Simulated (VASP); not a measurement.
# SnSe in VASP: notebook

Runs on SnSe. Level: r2SCAN. Tasks: single point.

All numbers are computed with VASP 6.6.1; they aren't measurements. Logs are shortened: lines on timing, memory, paths and dates and some standing lists are left out, and cuts for length are marked.

## 1. The cell of the first run

The cell holds a slab with vacuum, 4 atoms: a = 4.285 Å, b = 4.285 Å, c = 10.991 Å, α = 90.00°, β = 90.00°, γ = 90.00°.

## 2. Single point, r2SCAN

File POSCAR:

```
SnSe
1.0
    4.2853274191      0.0000000000      0.0000000000
    0.0000000000      4.2853274191      0.0000000000
    0.0000000000      0.0000000000     10.9906921300
Sn Se
2 2
Direct
    0.5000000000      0.0000000000      0.3722291100
    0.0000000000      0.5000000000      0.6277708900
    0.5000000000      0.0000000000      0.6160394900
    0.0000000000      0.5000000000      0.3839605100
```

File INCAR.step1:

```
SYSTEM = SnSe
PREC = Accurate
ENCUT = 520
ISMEAR = 0
SIGMA = 0.05
LREAL = .False.
LASPH = .True.
NELM = 80
NBANDS = 28
GGA = PE
ALGO = Normal
EDIFF = 1E-4
LWAVE = .True.
LCHARG = .False.
```

File INCAR.step2:

```
SYSTEM = SnSe
PREC = Accurate
ENCUT = 520
EDIFF = 1E-6
ISMEAR = 0
SIGMA = 0.05
LREAL = .False.
LASPH = .True.
NELM = 80
ALGO = Normal
ISIF = 2
LWAVE = .False.
LCHARG = .False.
METAGGA = R2SCAN
LMIXTAU = .True.
NBANDS = 28
ISTART = 1
```

File KPOINTS:

```
Automatic mesh
0
Gamma
  6 6 4
  0 0 0
```

Potentials or basis: VASP PAW PBE potentials, release 64 (Sn_d, Se).

Launch:

```
cat potpaw_PBE.64/Sn_d/POTCAR potpaw_PBE.64/Se/POTCAR > POTCAR
cp INCAR.step1 INCAR
mpirun -np 1 vasp_std > vasp.out
cp INCAR.step2 INCAR
mpirun -np 1 vasp_std > vasp.out
```

OUTCAR:

```text
SYSTEM = SnSe
   PREC = Accurate
   ENCUT = 520
   EDIFF = 1E-6
   ISMEAR = 0
   LREAL = .False.
   LASPH = .True.
   NELM = 80
   ISIF = 2
   METAGGA = R2SCAN
   ISTART = 1

 ion  position               nearest neighbor table
   1  0.500  0.000  0.372-   3 2.68   4 3.03   4 3.03   4 3.03   4 3.03
   2  0.000  0.500  0.628-   4 2.68   3 3.03   3 3.03   3 3.03   3 3.03
   3  0.500  0.000  0.616-   1 2.68   2 3.03   2 3.03   2 3.03   2 3.03
   4  0.000  0.500  0.384-   2 2.68   1 3.03   1 3.03   1 3.03   1 3.03

  LATTYP: Found a simple tetragonal cell.
 ALAT       =     4.2853274191
 C/A-ratio  =     2.5647263453

  Lattice vectors:

 A1 = (   4.2853274191,   0.0000000000,   0.0000000000)
 A2 = (   0.0000000000,   4.2853274191,   0.0000000000)
 A3 = (   0.0000000000,   0.0000000000,  10.9906921300)

Analysis of symmetry for initial positions (statically):
=====================================================================
 Subroutine PRICEL returns:
 Original cell was already a primitive cell.

 Routine SETGRP: Setting up the symmetry group for a
 simple tetragonal supercell.

 Subroutine GETGRP returns: Found 16 space group operations
 (whereof  8 operations were pure point group operations)
 out of a pool of 16 trial point group operations.

The static configuration has the point symmetry D_2d.
 The point group associated with its full space group is D_4h.

Analysis of symmetry for dynamics (positions and initial velocities):
=====================================================================
 Subroutine PRICEL returns:
 Original cell was already a primitive cell.

 Routine SETGRP: Setting up the symmetry group for a
 simple tetragonal supercell.

 Subroutine GETGRP returns: Found 16 space group operations
 (whereof  8 operations were pure point group operations)
 out of a pool of 16 trial point group operations.

The dynamic configuration has the point symmetry D_2d.
 The point group associated with its full space group is D_4h.

 Subroutine INISYM returns: Found 16 space group operations
 (whereof  8 operations are pure point group operations),
 and found     1 'primitive' translations

----------------------------------------------------------------------------------------

                                     Primitive cell

  volume of cell :     201.8334

  direct lattice vectors                    reciprocal lattice vectors
     4.285327419  0.000000000  0.000000000     0.233354398  0.000000000  0.000000000
     0.000000000  4.285327419  0.000000000     0.000000000  0.233354398  0.000000000
     0.000000000  0.000000000 10.990692130     0.000000000  0.000000000  0.090986081

  length of vectors
     4.285327419  4.285327419 10.990692130     0.233354398  0.233354398  0.090986081

  position of ions in fractional coordinates (direct lattice)
     0.500000000  0.000000000  0.372229110
     0.000000000  0.500000000  0.627770890
     0.500000000  0.000000000  0.616039490
     0.000000000  0.500000000  0.383960510

  ion indices of the primitive-cell ions
   primitive index   ion index
                 1           1
                 2           2
                 3           3
                 4           4

----------------------------------------------------------------------------------------

 KPOINTS: Automatic mesh

Automatic generation of k-mesh.
 Grid dimensions read from file:
 generate k-points for:    6    6    4

 Generating k-lattice:

  Cartesian coordinates                     Fractional coordinates (reciprocal lattice)
     0.038892400  0.000000000  0.000000000     0.166666667  0.000000000  0.000000000
     0.000000000  0.038892400  0.000000000     0.000000000  0.166666667  0.000000000
     0.000000000  0.000000000  0.022746520     0.000000000  0.000000000  0.250000000

  Length of vectors
     0.038892400  0.038892400  0.022746520

  Shift w.r.t. Gamma in fractional coordinates (k-lattice)
     0.000000000  0.000000000  0.000000000

 Subroutine IBZKPT returns following result:
 ===========================================

 Found     30 irreducible k-points:

 Following reciprocal coordinates:
            Coordinates               Weight
  0.000000  0.000000  0.000000      1.000000
  0.166667  0.000000  0.000000      4.000000
  0.333333  0.000000  0.000000      4.000000
  0.500000  0.000000  0.000000      2.000000
  0.166667  0.166667  0.000000      4.000000
  0.333333  0.166667  0.000000      8.000000
[... 16 lines left out ...]
  0.333333  0.000000  0.500000      4.000000
  0.500000  0.000000  0.500000      2.000000
 [... further k-points ...]
   k-points           NKPTS =     30   k-points in BZ     NKDIM =     30   number of bands    NBANDS=     28
   number of dos      NEDOS =    301   number of ions     NIONS =      4
   total plane-waves  NPLWV =  86016
   dimension x,y,z NGX =    32 NGY =   32 NGZ =   84
   dimension x,y,z NGXF=    64 NGYF=   64 NGZF=  168
   ions per type =               2   2
   NGX,Y,Z   is equivalent  to a cutoff of  12.41, 12.41, 12.71 a.u.
   NGXF,Y,Z  is equivalent  to a cutoff of  24.83, 24.83, 25.41 a.u.
 SYSTEM =  SnSe
   PREC   = accura    normal or accurate (medium, high low for compatibility)
   ISTART =      1    job   : 0-new  1-cont  2-samecut
   ICHARG =      0    charge: 1-file 2-atom 10-const
   ISPIN  =      1    spin polarized calculation?
   LNONCOLLINEAR =      F non collinear calculations
   LSORBIT =      F    spin-orbit coupling
   LASPH  =      T    aspherical Exc in radial PAW
   ENCUT  =  520.0 eV  38.22 Ry    6.18 a.u.   7.97  7.97 20.44*2*pi/ulx,y,z
   NELM   =     80;   NELMIN=  2; NELMDL=  0     # of ELM steps
   EDIFF  = 0.1E-05   stopping-criterion for ELM
   LREAL  =      F    real-space projection
   EDIFFG = 0.1E-04   stopping-criterion for IOM
   NSW    =      0    number of steps for IOM
   IBRION =     -1    ionic relax: 0-MD 1-quasi-New 2-CG
   NFREE  =      0    steps in history (QN), initial steepest desc. (CG)
   ISIF   =      2    stress and relaxation
   ISYM   =      2    0-nonsym 1-usesym 2-fastsym
   POTIM  = 0.5000    time-step for ionic-motion
   TEBEG  =    0.0;   TEEND  =   0.0 temperature during run
   PSTRESS=    0.0 pullay stress
   NELECT =      40.0000    total number of electrons
   NUPDOWN=      -1.0000    fix difference up-down
   EMIN   =  10.00;   EMAX   =-10.00  energy-range for DOS
   EFERMI =   0.00;   METHOD = LEGACY
   ISMEAR =     0;   SIGMA  =   0.05  broadening in eV -4-tet -1-fermi 0-gaus
   EFERMI_NEDOS =   21; number of points for ismear=-14 and -15
   IALGO  =     38    algorithm
   IMIX   =      4    mixing-type and parameters
     AMIX     =   0.40;   BMIX     =  1.00
     AMIX_MAG =   1.60;   BMIX_MAG =  1.00
  volume/ion in A,a.u.               =      50.46       340.51
  Fermi-wavevector in a.u.,A,eV,Ry     =   0.954473  1.803693 12.395171  0.911019
  Thomas-Fermi vector in A             =   2.083223
   LORBIT       =      0    0 simple, 1 ext, 2 COOP (PROOUT), +10 PAW based schemes
   METAGGA = R2SCAN    functional components
   LHFCALC =     F    Hartree Fock is set to
   AEXX    =    0.0000 exact exchange contribution
   IVDW    =     0    specifies the selected vdW correction
   LEPSILON=     F    determine dielectric tensor
   LRPA    =     F    only Hartree local field effects (RPA)
 non-spin polarized calculation
 Gauss-broadening in eV      SIGMA  =   0.05
  energy-cutoff  :      520.00
  volume of cell :      201.83
 maximum number of plane-waves:      5480
 NGX is ok and might be reduce to    32
   NGX = 15   NGY = 15   NGZ = 41

 number of electron      40.0000021 magnetization

 Free energy of the ion-electron system (eV)
  ---------------------------------------------------
  ext. energy  EPLUGINS =         0.00000000
  ---------------------------------------------------
  free energy    TOTEN  =       -79.57215895 eV

  energy without entropy =      -79.57215895  energy(sigma->0) =      -79.57215895

 E-fermi :   0.7154     XC(G=0):  -6.2085

 val. band max:        0.4570964890   @ k =   0.3333   0.0000   0.5000
 cond. band min:       2.2285076516   @ k =   0.3333   0.0000   0.5000
 fundamental gap:      1.7714111627
 Fermi energy:         0.7153977900

 k-point     1 :       0.0000    0.0000    0.0000
  band No.  band energies     occupation
      1     -21.3182      2.00000
      2     -21.3137      2.00000
      3     -21.3128      2.00000
      4     -21.3066      2.00000
      5     -21.2927      2.00000
      6     -21.2606      2.00000
[... 20 lines left out ...]
     27       6.6224      0.00000
     28       6.6224      0.00000

 k-point     2 :       0.1667    0.0000    0.0000
  band No.  band energies     occupation
      1     -21.3156      2.00000
      2     -21.3154      2.00000
      3     -21.3109      2.00000
      4     -21.3094      2.00000
      5     -21.2888      2.00000
      6     -21.2611      2.00000
[... 20 lines left out ...]
     27       6.2152      0.00000
     28       6.2252      0.00000

 k-point     3 :       0.3333    0.0000    0.0000
  band No.  band energies     occupation
      1     -21.3184      2.00000
      2     -21.3150      2.00000
      3     -21.3106      2.00000
      4     -21.3077      2.00000
      5     -21.2790      2.00000
      6     -21.2633      2.00000
[... 20 lines left out ...]
     27       5.8779      0.00000
     28       7.5078      0.00000

 k-point     4 :       0.5000    0.0000    0.0000
  band No.  band energies     occupation
      1     -21.3188      2.00000
      2     -21.3188      2.00000
      3     -21.3072      2.00000
      4     -21.3072      2.00000
      5     -21.2693      2.00000
      6     -21.2693      2.00000
[... 578 lines left out ...]
     27       5.9797      0.00000
     28       6.2594      0.00000

 k-point    23 :       0.3333    0.0000    0.5000
  band No.  band energies     occupation
      1     -21.3184      2.00000
      2     -21.3150      2.00000
      3     -21.3106      2.00000
      4     -21.3077      2.00000
      5     -21.2790      2.00000
      6     -21.2633      2.00000
[... 20 lines left out ...]
     27       6.5087      0.00000
     28       7.2821      0.00000

 k-point    24 :       0.5000    0.0000    0.5000
  band No.  band energies     occupation
      1     -21.3189      2.00000
      2     -21.3189      2.00000
      3     -21.3073      2.00000
      4     -21.3073      2.00000
      5     -21.2693      2.00000
      6     -21.2693      2.00000
[... 20 lines left out ...]
     27       7.2598      0.00000
     28       7.2598      0.00000

 [... further k-points ...]

------------------------ aborting loop because EDIFF is reached ----------------------------------------

  FORCE on cell =-STRESS in cart. coord.  units (eV):
  Direction    XX          YY          ZZ          XY          YZ          ZX
  --------------------------------------------------------------------------------------
  -------------------------------------------------------------------------------------
  Total        0.0346615      0.0346615      0.0048384      0.0000000      0.0000000      0.0000000
  in kB        0.2751474      0.2751474      0.0384078      0.0000000      0.0000000      0.0000000
  external PRESSURE =       0.1962342 kB  Pullay stress =       0.0000000 kB

 VOLUME and BASIS-vectors are now :
 -----------------------------------------------------------------------------
  energy-cutoff  :      520.00
  volume of cell :      201.83
      direct lattice vectors                 reciprocal lattice vectors
     4.285327419  0.000000000  0.000000000     0.233354398  0.000000000  0.000000000
     0.000000000  4.285327419  0.000000000     0.000000000  0.233354398  0.000000000
     0.000000000  0.000000000 10.990692130     0.000000000  0.000000000  0.090986081

 POSITION                                       TOTAL-FORCE (eV/Angst)
 -----------------------------------------------------------------------------------
      2.14266      0.00000      4.09106        -0.000000      0.000000     -0.016400
      0.00000      2.14266      6.89964         0.000000      0.000000      0.016400
      2.14266      0.00000      6.77070         0.000000      0.000000     -0.000206
      0.00000      2.14266      4.21999        -0.000000      0.000000      0.000206
 -----------------------------------------------------------------------------------
    total drift:                                0.000000      0.000000      0.000000

  FREE ENERGIE OF THE ION-ELECTRON SYSTEM (eV)
  ---------------------------------------------------
  free  energy   TOTEN  =       -79.5721589523 eV

  energy  without entropy=      -79.5721589523  energy(sigma->0) =      -79.57215895
```

Wall time 10 min (1 thread of Intel Xeon Platinum 8375C at 2.90GHz (Ice Lake), shared host); peak memory 0.4 GiB.

What came out:

```yaml
Free_energy: -79.5722 eV
Largest_force: 0.016 eV/Å
Band_gap_on_the_k_mesh: 1.77 eV
```

Forces in eV/Å, atoms in the order of the input:
```
Sn   0.000  0.000 -0.016
Sn   0.000  0.000  0.016
Se   0.000  0.000  0.000
Se   0.000  0.000  0.000
```

Caveat: there is no dipole correction, which matters where the two faces differ; the PAW data sets were made with another functional, which shifts forces and pressure a little; spin-orbit coupling is left out, which moves the levels of the heavy elements.

## 3. Single point, r2SCAN

POSCAR is that of step 2.

File INCAR.step1:

```
ALGO     = Normal         # electronic algorithm
EDIFF    = 1E-4           # SCF threshold, eV
ENCUT    = 520            # plane-wave cutoff, eV
GGA      = PE             # functional
ISMEAR   = 0              # smearing method
LASPH    = T              # aspherical terms in the spheres
LCHARG   = F              # write CHGCAR
LREAL    = F              # projectors in reciprocal space
LWAVE    = T              # write WAVECAR
NBANDS   = 28             # bands
NELM     = 80             # most SCF steps
PREC     = Accurate       # precision mode
SIGMA    = 0.05           # smearing width, eV
```

File INCAR.step2:

```
ALGO     = Normal         # electronic algorithm
EDIFF    = 1E-6           # SCF threshold, eV
ENCUT    = 520            # plane-wave cutoff, eV
ISIF     = 2              # what is computed and relaxed
ISMEAR   = 0              # smearing method
ISTART   = 1            
LASPH    = T              # aspherical terms in the spheres
LCHARG   = T              # write CHGCAR
LELF     = T              # ELF
LMIXTAU  = T            
LREAL    = F              # projectors in reciprocal space
LVHAR    = T            
LWAVE    = F              # write WAVECAR
METAGGA  = R2SCAN         # meta-GGA
NBANDS   = 28             # bands
NELM     = 80             # most SCF steps
PREC     = Accurate       # precision mode
SIGMA    = 0.05           # smearing width, eV
```

File KPOINTS:

```
k-points
0
Gamma
  8 8 4
```

Potentials or basis: VASP PAW PBE potentials, release 64 (Sn_d, Se).

Launch:

```
cat potpaw_PBE.64/Sn_d/POTCAR potpaw_PBE.64/Se/POTCAR > POTCAR
cp INCAR.step1 INCAR
mpirun -np 1 vasp_std > vasp.out
cp INCAR.step2 INCAR
mpirun -np 1 vasp_std > vasp.out
```

Run time: 19 min. Hardware: 1 thread of Intel Xeon Platinum 8375C at 2.90GHz (Ice Lake), shared host; peak memory 0.45 GiB.

It converged, with:

| Item | Value |
| --- | --- |
| Free energy | -79.5659 eV |
| Largest force | 0.019 eV/Å |
| Band gap on the k mesh | 1.31 eV |

Forces on the atoms (eV/Å):
```
Sn   0.000  0.000 -0.019
Sn   0.000  0.000  0.019
Se   0.000  0.000 -0.011
Se   0.000  0.000  0.011
```

Levels at points of the mesh, in eV from the valence-band top:
```tsv
k point	band 18	band 19	band 20	band 21	band 22	band 23
(0.00, 0.00, 0.00)	-2.01	-2.01	-0.50	1.72	4.00	4.03
(0.50, 0.00, 0.00)	-1.82	-0.33	-0.33	1.64	1.64	2.12
(0.50, 0.50, 0.00)	-3.51	-1.97	-1.97	3.82	3.82	4.98
(0.00, 0.00, 0.50)	-2.01	-2.01	-0.50	1.58	4.03	4.58
(0.50, 0.00, 0.50)	-1.82	-0.33	-0.33	1.64	1.64	2.12
(0.50, 0.50, 0.50)	-3.51	-1.97	-1.97	3.79	3.79	5.04
```

Caveat: there is no dipole correction, which matters where the two faces differ; the PAW data sets were made with another functional, which shifts forces and pressure a little; spin-orbit coupling is left out, which moves the levels of the heavy elements.
